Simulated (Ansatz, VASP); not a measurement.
## Two plane-wave programs on CoO

```
Co O
1.0
    -1.50800    1.50800    2.10725
     1.50800   -1.50800    2.10725
     1.50800    1.50800   -2.10725
Co O
1 1
Direct
  0.00000 0.00000 0.00000
  0.50000 0.50000 0.00000
```

Alike in both runs: task single point; functional PBE; k mesh 8 × 8 × 8; occupations gaussian, width 0.1 eV; collinear spin; Hubbard terms Co d U = 3.32 eV.

|  | VASP | Ansatz |
| --- | --- | --- |
| version | VASP 6.6.1 | Ansatz 0.2.0 |
| potentials or method | VASP PAW PBE potentials, release 64 (Co_sv, O), cutoff 600 eV | scalar-relativistic, plane waves, PAW |
| valence electrons in the cell | 23 | 23 |

```tsv
	VASP	Ansatz	Ansatz less VASP
gap on the k mesh at the Fermi level (eV)	none	none	-
pressure (GPa)	0.0	4.1	+4.13
traceless stress, the component that is largest in VASP (GPa)	-5.03	-5.41	-0.385
net moment per atom (μB)	1.50	1.50	0.000
size of the moment on the site where the two differ most (μB)	2.69	2.59	-0.101
```

Site moments also hang on the region over which each program counts them. The programs project onto different local orbitals, so the same U acts differently, and such runs can settle in different states. A gap of «none» marks a metal or a gap that the smearing closes. Ansatz's warnings: filled band counts differ across k points.

The k mesh is coarse, so the values compare programs but aren't converged.
